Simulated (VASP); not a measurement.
Set up this calculation in VASP 6.6.1, as the native input.

```yaml
Task: single point
Functional: PBEsol
Potentials_or_basis: VASP PAW PBE potentials, release 64 (Cd)
Cutoff: 520 eV
k_mesh: 8 × 8 × 8
Occupations: fermi-dirac, width 0.136057 eV
Spin: no spin polarisation
Dipole_correction: no
Further_INCAR_settings: ALGO = Normal; EDIFF = 1e-07; NBANDS = 19
```

The structure of Cd lies in POSCAR:

```
Cd
1.0
    0.0000000000      3.2205706073      3.2205706073
    3.2205706073      0.0000000000      3.2205706073
    3.2205706073      3.2205706073      0.0000000000
Cd
2
Direct
    0.0000000000      0.0000000000      0.0000000000
    0.2500000000      0.2500000000      0.2500000000
```

These files were run (other wordings do the same):

INCAR

```
SYSTEM = Cd
PREC = Accurate
ENCUT = 520
EDIFF = 1E-7
ISMEAR = -1
SIGMA = 0.13605693000000002
LREAL = .FALSE.
LASPH = .TRUE.
NELM = 60
ALGO = Normal
ISIF = 2
LWAVE = .FALSE.
LCHARG = .TRUE.
GGA = PS
LELF = .TRUE.
LVHAR = .TRUE.
NBANDS = 19
```

KPOINTS

```
regular mesh
0
G
  8 8 8
  0 0 0
```

Potentials or basis: VASP PAW PBE potentials, release 64 (Cd).

Command:

```console
$ cat potpaw_PBE.64/Cd/POTCAR > POTCAR
$ mpirun -np 1 vasp_std > vasp.out
```

It gave:

| Quantity | Value |
| --- | --- |
| Pressure | 0.3 GPa |
| Band gap on the k mesh | zero (band 12 reaches 5.04 eV, above the bottom of band 13 at -0.16 eV) |

Caveat: the PAW data sets were made with another functional, which shifts forces and pressure a little.

It took 32 s on 1 thread of AMD EPYC 7R43 64-Core Processor (Zen 3), with other jobs on the host, peak memory 0.17 GiB.
